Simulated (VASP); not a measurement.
Write the native input for VASP 6.6.1 that does the following.

```yaml
Task: single point
Functional: LDA
Potentials_or_basis: VASP PAW LDA potentials, release 64 (Hg)
Cutoff: 520 eV
k_mesh: 9 × 9 × 14
Occupations: fermi-dirac, width 0.1 eV
Spin: no spin polarisation
Dipole_correction: no
Further_INCAR_settings: ALGO = Normal; EDIFF = 1e-06; NBANDS = 25
```

The structure of Hg lies in POSCAR:

```
Hg
1.0
    5.3016659588      0.0000000000      0.0000000000
   -2.6508329794      4.5913774027      0.0000000000
    0.0000000000      0.0000000000      3.0210850150
Hg
3
Direct
    0.0000000000      0.0000000000      0.0000000000
    0.3333333333      0.6666666667      0.5000000000
    0.6666666667      0.3333333333      0.5000000000
```

The input as run:

INCAR

```
PREC = Accurate ; ENCUT = 520
EDIFF = 1E-6 ; ISMEAR = -1
SIGMA = 0.1 ; LREAL = False
LASPH = True ; NELM = 60
ALGO = Normal ; ISIF = 2
LWAVE = False ; LCHARG = False
GGA = CA ; NBANDS = 25
```

KPOINTS

```
regular mesh
0
Gamma
  9 9 14
```

Potentials or basis: VASP PAW LDA potentials, release 64 (Hg).

Launch:

```sh
$ cat potpaw_LDA.64/Hg/POTCAR > POTCAR
$ mpirun -np 1 vasp_std > vasp.out
```

It gave:

| Quantity | Value |
| --- | --- |
| Pressure | -2.4 GPa |
| Band gap on the k mesh | zero (bands 18 and 19 overlap by 4.30 eV) |

Caveat: spin-orbit coupling is left out, which moves the levels of the heavy elements.

Run time: 2 min on 1 thread of Intel Xeon 8259CL (shared host), peak memory 0.25 GiB.
